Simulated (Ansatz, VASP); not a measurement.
## Ru in VASP and in Ansatz

The input INCAR:

```
  PREC = Accurate
  ENCUT = 560
  EDIFF = 1E-6
  ISMEAR = -1
  SIGMA = 0.1
  LREAL = F
  LASPH = T
  NELM = 120
  ALGO = Normal
  ISIF = 2
  LWAVE = F
  LCHARG = F
  NBANDS = 23
  GGA_COMPAT = F
```

The input KPOINTS:

```
Automatic mesh
0
Gamma
  11 11 11
```

The input POSCAR:

```
Ru
1.0
    0.0000000000      2.6418910852      2.6418910852
    2.6418910852      0.0000000000      2.6418910852
    2.6418910852      2.6418910852      0.0000000000
Ru
2
Direct
    0.1250000000      0.1250000000      0.1250000000
    0.8750000000      0.8750000000      0.8750000000
```

Input for Ansatz:

```yaml
crystal:
  lattice:
    - [0.0, 2.6418910852, 2.6418910852]
    - [2.6418910852, 0.0, 2.6418910852]
    - [2.6418910852, 2.6418910852, 0.0]
  atoms:
    - { symbol: Ru, position: [0.125, 0.125, 0.125] }
    - { symbol: Ru, position: [0.875, 0.875, 0.875] }
hamiltonian:
  xc: lda
  pseudopotentials:
    kind: paw
    azcp:
      Ru: "pseudopotentials/Ru.paw.azcp"
basis:
  ecutwfc: 420
  fft_grid_basis: typed
kpoints:
  mp_grid: { grid: [11, 11, 11], shift: [0, 0, 0] }
magnetization:
  spin_polarized: false
scf:
  occupations: { method: fermi_dirac, width: 0.1 }
  lower_state_search: "off"
output:
  stress: true
  write_density: true
  write_potential: true
  elf: true
  volumetric_format: npy
```

Alike in both runs: task single point; functional LDA; k mesh 11 × 11 × 11; occupations fermi-dirac, width 0.1 eV; no spin polarisation.

|  | VASP | Ansatz |
| --- | --- | --- |
| version | VASP 6.6.1 | Ansatz 0.2.0 |
| potentials or method | VASP PAW LDA potentials, release 64 (Ru_sv), cutoff 560 eV | plane waves (420 eV) with PAW, scalar-relativistic |
| valence electrons in the cell | 32 | 32 |

Ansatz gave:

| Item | Value |
| --- | --- |
| pressure (GPa) | 8.7 |

Q: Which values does VASP return?

A: Pressure (GPa): 9.0.

Ansatz warns that its potentials were made for another functional, while VASP's fit it. LDA's correlation is that of Perdew and Zunger in VASP and of Perdew and Wang (1992) in Ansatz.
